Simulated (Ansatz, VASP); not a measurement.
One calculation of V, two programs

The input INCAR:

```
SYSTEM = V
ALGO = Normal
EDIFF = 1E-6
ENCUT = 520
GGA = PE
ISIF = 2
ISMEAR = 0
LASPH = .True.
LCHARG = .False.
LREAL = .False.
LWAVE = .False.
NBANDS = 12
NELM = 100
PREC = Accurate
SIGMA = 0.05
```

KPOINTS

```
k-points
0
Gamma
  20 20 20
  0 0 0
```

File POSCAR:

```
V
1.0
   -1.5181027599      1.5181027599      1.5181027599
    1.5181027599     -1.5181027599      1.5181027599
    1.5181027599      1.5181027599     -1.5181027599
V
1
Direct
    0.0000000000      0.0000000000      0.0000000000
```

Input for Ansatz:

```yaml
crystal:
  lattice:
    - [-1.5181027599, 1.5181027599, 1.5181027599]
    - [1.5181027599, -1.5181027599, 1.5181027599]
    - [1.5181027599, 1.5181027599, -1.5181027599]
  atoms:
    - { symbol: V, position: [0.0, 0.0, 0.0] }
basis:
  ecutwfc: 420
  ecutrho_ratio: 4
kpoints:
  mp_grid: { grid: [20, 20, 20] }
hamiltonian:
  xc: pbe
scf:
  occupations: { method: gaussian, width: 0.05 }
output:
  forces: true
  stress: true
  eigenvalues: true
```

Alike in both runs: task single point; functional PBE; k mesh 20 × 20 × 20; occupations gaussian, width 0.05 eV; no spin polarisation.

```csv
,VASP,Ansatz
version,VASP 6.6.1,Ansatz 0.2.0
potentials or method,"VASP PAW PBE potentials, release 64 (V_sv), cutoff 520 eV","scalar-relativistic, plane waves, PAW"
valence electrons in the cell,13,13
```

```csv
,VASP,Ansatz,Ansatz less VASP
gap on the k mesh at the Fermi level (eV),none,none,-
pressure (GPa),-6.4,-6.6,-0.20
```

A gap of «none» marks a metal or a gap that the smearing closes.
